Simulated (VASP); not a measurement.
Input of a VASP 6.6.1 run:

File POSCAR:

```
BaTiO3
1.0
    2.8276681575      1.6325549719      2.3177316080
   -2.8276681575      1.6325549719      2.3177316080
    0.0000000000     -3.2651099438      2.3177316080
Ba Ti O
1 1 3
Direct
    0.0018350911      0.0018350911      0.0018350911
    0.5142508817      0.5142508817      0.5142508817
    0.4902409777      0.4902409777      0.9821320719
    0.4902409777      0.9821320719      0.4902409777
    0.9821320719      0.4902409777      0.4902409777
```

Contents of INCAR.step1:

```
PREC = Accurate
ENCUT = 660
ISMEAR = 0
SIGMA = 0.02
LREAL = False
LASPH = True
NELM = 120
NBANDS = 28
GGA = PE
ALGO = Normal
EDIFF = 1E-5
LWAVE = True
LCHARG = False
GGA_COMPAT = False
```

The input INCAR.step2:

```
PREC = Accurate
ENCUT = 660
EDIFF = 1E-6
ISMEAR = 0
SIGMA = 0.02
LREAL = False
LASPH = True
NELM = 120
ALGO = Normal
ISIF = 2
LWAVE = False
LCHARG = False
METAGGA = R2SCAN
LMIXTAU = True
NBANDS = 28
ISTART = 1
GGA_COMPAT = False
```

The input KPOINTS:

```
Automatic mesh
0
Gamma
  6 6 6
```

Potentials or basis: VASP PAW PBE potentials, release 64 (Ba_sv, Ti_sv, O).

Command:

```sh
$ cat potpaw_PBE.64/Ba_sv/POTCAR potpaw_PBE.64/Ti_sv/POTCAR potpaw_PBE.64/O/POTCAR > POTCAR
$ cp INCAR.step1 INCAR
$ mpirun -np 1 vasp_std > vasp.out
$ cp INCAR.step2 INCAR
$ mpirun -np 1 vasp_std > vasp.out
```

Q: Estimate the largest force.

A: 0.152 eV/Å.

Q: Estimate the pressure.

A: 3.6 GPa.

Q: Predict the band gap on the k mesh.

A: 2.75 eV, indirect (least direct gap 3.16 eV).

Forces on the atoms (eV/Å):
```
Ba   0.000  0.000 -0.028
Ti   0.000  0.000 -0.152
O    0.000 -0.067  0.060
O   -0.058  0.033  0.060
O    0.058  0.033  0.060
```

Caveat: the PAW data sets were made with another functional, which shifts forces and pressure a little; spin-orbit coupling is left out, which moves the levels of the heavy elements. r2SCAN opens gaps a little over a GGA but as a rule still falls short of measured ones.
